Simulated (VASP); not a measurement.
Here is a VASP 6.6.1 calculation.

Contents of INCAR:

```
PREC = Accurate
ENCUT = 520
EDIFF = 1E-6
ISMEAR = 0
SIGMA = 0.1
LREAL = F
LASPH = T
NELM = 80
ALGO = Normal
ISIF = 2
LWAVE = F
LCHARG = T
GGA = PE
LELF = T
LVHAR = T
NBANDS = 26
```

Contents of KPOINTS:

```
regular mesh
0
Gamma
  6 6 6
```

POSCAR

```
Mg2Ge2N
1.0
   -2.2150976985      2.2150976985      5.2356895159
    2.2150976985     -2.2150976985      5.2356895159
    2.2150976985      2.2150976985     -5.2356895159
Mg Ge N
2 2 1
Direct
    0.7500000000      0.2500000000      0.5000000000
    0.2500000000      0.7500000000      0.5000000000
    0.3917703699      0.3917703699      0.0000000000
    0.6082296301      0.6082296301      0.0000000000
    0.0000000000      0.0000000000      0.0000000000
```

Potentials or basis: VASP PAW PBE potentials, release 64 (Mg, Ge_d, N).

The run is started by

```sh
$ cat potpaw_PBE.64/Mg/POTCAR potpaw_PBE.64/Ge_d/POTCAR potpaw_PBE.64/N/POTCAR > POTCAR
$ mpirun -np 1 vasp_std > vasp.out
```

Q: Estimate the largest force.

A: 0.005 eV/Å.

Q: Predict the pressure.

A: 0.1 GPa.

Stress tensor (GPa, compression positive):
```
0.15 0.00 0.00
0.00 0.15 0.00
0.00 0.00 0.01
```
